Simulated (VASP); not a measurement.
# LiF: single point with r2SCAN

LiF:

```
Li F
1.0
     2.66191    0.00000    0.00000
     0.00000    2.66191    0.00000
     0.00000    0.00000    2.45715
Li F
1 1
Cartesian
  0.0000 0.0000 0.0000
  1.3310 1.3310 1.2286
```

This cell differs from its parent crystal: strain +0.040 along x and y, -0.040 along z.

```
Program             : VASP 6.6.1
Task                : single point
Functional          : r2SCAN
Potentials or basis : VASP PAW PBE potentials, release 64 (Li_sv, F)
Cutoff              : 520 eV
k mesh              : 10 × 10 × 10
Occupations         : gaussian, width 0.05 eV
Spin                : no spin polarisation
```

The band gap on the k mesh is 7.82 eV (least direct gap 8.28 eV).

Levels at points of the mesh, in eV from the valence-band top:
```tsv
k point	band 2	band 3	band 4	band 5	band 6	band 7	band 8	band 9
(0.00, 0.00, 0.00)	-22.19	-1.31	-1.31	-0.46	7.82	18.25	20.38	20.96
(0.50, 0.00, 0.00)	-21.85	-3.90	-0.94	-0.20	9.60	14.08	19.77	23.02
(0.50, 0.50, 0.00)	-21.44	-3.61	-3.61	0.00	13.44	14.08	14.08	20.69
(0.00, 0.00, 0.50)	-21.58	-3.91	-0.78	-0.78	9.17	15.17	20.75	20.75
(0.50, 0.00, 0.50)	-21.19	-3.57	-3.28	-0.54	13.47	14.13	14.73	19.30
(0.50, 0.50, 0.50)	-20.87	-2.78	-2.45	-2.45	11.21	11.91	11.91	23.96
```

Run time: 120 s on 1 thread of Intel Xeon 8259CL (shared host), peak memory 0.13 GiB.

Caveat: the cell differs from its parent crystal (strain +0.040 along x and y, -0.040 along z). A k mesh can miss the band edges.
